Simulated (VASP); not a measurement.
A run of VASP 6.6.1:

INCAR

```
SYSTEM = W
PREC = Accurate
ENCUT = 500
EDIFF = 1E-6
ISMEAR = -1
SIGMA = 0.15
LREAL = .FALSE.
LASPH = .TRUE.
NELM = 120
ALGO = Normal
ISIF = 2
LWAVE = .FALSE.
LCHARG = .TRUE.
GGA = PE
IVDW = 12
LELF = .TRUE.
LVHAR = .TRUE.
NBANDS = 13
GGA_COMPAT = .FALSE.
```

KPOINTS

```
regular mesh
0
G
  15 15 15
  0 0 0
```

The input POSCAR:

```
W
1.0
   -1.5799112974      1.5799112974      1.5799112974
    1.5799112974     -1.5799112974      1.5799112974
    1.5799112974      1.5799112974     -1.5799112974
W
1
Direct
    0.0000000000      0.0000000000      0.0000000000
```

Potentials or basis: VASP PAW PBE potentials, release 64 (W_sv).

The run is started by

```console
$ cat potpaw_PBE.64/W_sv/POTCAR > POTCAR
$ mpirun -np 1 vasp_std > vasp.out
```

Hardware: 1 thread of Intel(R) Xeon(R) Platinum 8488C (Sapphire Rapids) (shared host).

Q: How long does it take, and how much memory?

A: Wall time 9.6 s on 1 thread of Intel(R) Xeon(R) Platinum 8488C (Sapphire Rapids), with other jobs on the host, peak memory 0.14 GiB. Counts: scf iterations 11, k points 120.
